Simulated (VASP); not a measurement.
Ir, 1 atom in the cell. It takes space group Immm (No. 71, orthorhombic). The conventional cell has a = 2.695 Å, b = 2.722 Å, c = 3.830 Å, α = 90.00°, β = 90.00°, γ = 90.00°. Ir (site symmetry mmm) has 12 Ir at 2.69 to 2.72 Å within 3.6 Å.  This cell differs from its parent crystal: strain +0.0100 x Voigt [0, 0, 0, 0, 0, 1].

| Property | Result |
| --- | --- |
| Program | VASP 6.6.1 |
| Task | single point |
| Functional | PBEsol |
| Potentials or basis | VASP PAW PBE potentials, release 64 (Ir) |
| Cutoff | 520 eV |
| k mesh | 26 × 26 × 26 |
| Occupations | gaussian, width 0.15 eV |
| Spin | no spin polarisation |
| Dipole correction | no |
| Further INCAR settings | ALGO = Fast; EDIFF = 1e-06; NBANDS = 10 |

Potentials or basis: VASP PAW PBE potentials, release 64 (Ir).

Run with:

```bash
$ cat potpaw_PBE.64/Ir/POTCAR > POTCAR
$ mpirun -np 1 vasp_std > vasp.out
```

Hardware: 1 thread of Intel Xeon 8259CL (shared host).

Task: How long does it take, and how much memory?

Result: Wall time 6.2 min on 1 thread of Intel Xeon 8259CL, on a shared host, peak memory 0.46 GiB. Counts: scf iterations 16, k points 2471.
